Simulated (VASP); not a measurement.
Crystal: InF (zincblende type).

```
CELL_PARAMETERS angstrom
0.00000 2.40495 2.40495
2.40495 0.00000 2.40495
2.40495 2.40495 0.00000
ATOMIC_POSITIONS crystal
In 0.00000 0.00000 0.00000
F 0.25000 0.25000 0.25000
```

* Program: VASP 6.6.1
* Task: relaxation of cell and atoms
* Functional: PBE
* Potentials or basis: VASP PAW PBE potentials, release 64 (In_d, F)
* Cutoff: 600 eV
* k mesh: 13 × 13 × 13
* Occupations: fermi-dirac, width 0.05 eV
* Spin: no spin polarisation

At the start: pressure 60.0 GPa; volume 13.91 Å³/atom.

Task: Where does the relaxation end?

Result: Over 7 steps the energy falls by 1309.0 meV/atom and the volume is 24.46 Å³/atom (+75.8 %); space group F-43m (No. 216, to 0.05 Å).

Step by step:
```csv
step,energy change (eV),largest force (eV/Å),pressure (GPa),volume (Å³)
1,0.0000,0.0000,60.03,27.82
2,-2.5236,0.0000,-5.21,54.52
3,-2.6091,0.0000,1.78,47.28
4,-2.6181,0.0000,0.04,48.88
5,-2.6174,0.0000,-0.48,49.38
6,-2.6181,0.0000,0.06,48.86
7,-2.6181,0.0000,-0.01,48.92
```

Final structure:
```cif
data_structure
_symmetry_space_group_name_H-M 'P 1'
_symmetry_Int_Tables_number 1
_cell_length_a 4.1051
_cell_length_b 4.1051
_cell_length_c 4.1051
_cell_angle_alpha 60.000
_cell_angle_beta 60.000
_cell_angle_gamma 60.000
_cell_volume 48.92
loop_
_atom_site_label
_atom_site_type_symbol
_atom_site_fract_x
_atom_site_fract_y
_atom_site_fract_z
_atom_site_occupancy
In1 In 0.00000 0.00000 0.00000 1
F1 F 0.25000 0.25000 0.25000 1
```

Caveat: the volume moved by over 15 % at a fixed basis, so the end points are rough.
